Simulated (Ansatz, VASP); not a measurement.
## Sb in VASP and in Ansatz

File INCAR:

```
SYSTEM = Sb
ALGO = Normal ; EDIFF = 1E-6
ENCUT = 520 ; GGA = PS
ISIF = 2 ; ISMEAR = 0
LASPH = .TRUE. ; LCHARG = .FALSE.
LREAL = .FALSE. ; LWAVE = .FALSE.
NBANDS = 12 ; NELM = 100
PREC = Accurate ; SIGMA = 0.15
```

File KPOINTS:

```
k-points
0
G
  18 18 10
  0 0 0
```

The input POSCAR:

```
Sb
1.0
    3.3146519632      0.0000000000      0.0000000000
   -1.6573259816      2.8705728048      0.0000000000
    0.0000000000      0.0000000000      5.5062180836
Sb
2
Direct
    0.3333333333      0.6666666667      0.2500000000
    0.6666666667      0.3333333333      0.7500000000
```

Input for Ansatz:

```yaml
crystal:
  lattice:
    - [3.3146519632, 0.0, 0.0]
    - [-1.6573259816, 2.8705728048, 0.0]
    - [0.0, 0.0, 5.5062180836]
  atoms:
    - { symbol: Sb, position: [0.3333333333, 0.6666666667, 0.25] }
    - { symbol: Sb, position: [0.6666666667, 0.3333333333, 0.75] }
basis:
  ecutwfc: 420
kpoints:
  mp_grid: { grid: [18, 18, 10] }
hamiltonian:
  xc: pbesol
scf:
  occupations: { method: gaussian, width: 0.15 }
output:
  forces: true
  stress: true
  eigenvalues: true
```

Alike in both runs: task single point; functional PBEsol; k mesh 18 × 18 × 10; occupations gaussian, width 0.15 eV; no spin polarisation.

|  | VASP | Ansatz |
| --- | --- | --- |
| version | VASP 6.6.1 | Ansatz 0.2.0 |
| potentials or method | VASP PAW PBE potentials, release 64 (Sb), cutoff 520 eV | scalar-relativistic, plane waves, PAW |
| valence electrons in the cell | 10 | 30 |

Ansatz gave:

| Item | Value |
| --- | --- |
| gap on the k mesh at the Fermi level (eV) | none |
| pressure (GPa) | -0.1 |
| traceless stress, the component that is largest in VASP (GPa) | -0.24 |

Task: Which values does VASP return?

Result: gap on the k mesh at the Fermi level (eV): none; pressure (GPa): -0.1; traceless stress, the component that is largest in VASP (GPa): -0.25.

VASP's potentials were made for PBE, not for PBEsol. A gap of «none» marks a metal or a gap that the smearing closes. VASP's potentials hold 10 valence electrons a cell and Ansatz's 30, so a difference there can come from the potentials and not from the codes.

Neither program's run includes spin-orbit coupling.
